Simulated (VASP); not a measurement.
Input of a VASP 6.6.1 run:

File INCAR:

```
SYSTEM = In3Sb
  ALGO = Fast
  EDIFF = 1E-7
  ENCUT = 520
  GGA = PS
  ISIF = 2
  ISMEAR = 0
  LASPH = .True.
  LCHARG = .False.
  LREAL = .False.
  LWAVE = .False.
  NBANDS = 30
  NELM = 100
  PREC = Accurate
  SIGMA = 0.1
```

File KPOINTS:

```
k-points
0
Gamma
  10 10 10
  0 0 0
```

Contents of POSCAR:

```
In3Sb
1.0
    4.7236633137      0.0000000000      0.0000000000
    0.0000000000      4.7236633137      0.0000000000
    0.0000000000      0.0000000000      4.7236633137
In Sb
3 1
Direct
    0.5000000000      0.5000000000      0.0000000000
    0.5000000000      0.0000000000      0.5000000000
    0.0000000000      0.5000000000      0.5000000000
    0.0000000000      0.0000000000      0.0000000000
```

Potentials or basis: VASP PAW PBE potentials, release 64 (In_d, Sb).

Command:

```console
$ cat potpaw_PBE.64/In_d/POTCAR potpaw_PBE.64/Sb/POTCAR > POTCAR
$ mpirun -np 1 vasp_std > vasp.out
```

**Question.** Predict the band gap on the k mesh.

**Answer.** Zero (bands 22 and 23 overlap by 3.89 eV).

**Question.** Predict the pressure.

**Answer.** 0.0 GPa.

Caveat: the PAW data sets were made with another functional, which shifts forces and pressure a little; spin-orbit coupling is left out, which moves the levels of the heavy elements.
